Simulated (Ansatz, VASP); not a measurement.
# I in VASP and in Ansatz

```
I
1.0
     4.09741   -2.34515    0.00000
     4.09741    2.34515    0.00000
     0.00000    0.00000    9.67886
I
4
Cartesian
  4.0974 -1.5797 8.4988
  4.0974 0.7655 6.0195
  4.0974 1.5797 1.1801
  4.0974 -0.7655 3.6594
```

Alike in both runs: functional PBE; k mesh 6 × 6 × 2; occupations gaussian, width 0.1 eV; no spin polarisation.

Ansatz relaxed the structure, and its values are those at the end. VASP's run is a single point on that final structure, the one shown.

|  | VASP | Ansatz |
| --- | --- | --- |
| version | VASP 6.6.1 | Ansatz 0.2.0 |
| potentials or method | VASP PAW PBE potentials, release 64 (I), cutoff 520 eV | scalar-relativistic, plane waves, PAW |
| valence electrons in the cell | 28 | 68 |

Ansatz gave:

```
gap on the k mesh at the Fermi level (eV) : 1.06
least direct gap on the mesh (eV)         : 1.18
pressure (GPa)                            : 0.2
rms of the force components (eV/Å)        : 0.011
```

**Question.** What did VASP give for the same quantities?

**Answer.** gap on the k mesh at the Fermi level (eV): 1.06; least direct gap on the mesh (eV): 1.19; pressure (GPa): 0.1; rms of the force components (eV/Å): 0.020.

VASP's potentials hold 28 valence electrons a cell and Ansatz's 68, so a difference there can come from the potentials and not from the codes.

Spin-orbit coupling is off throughout.
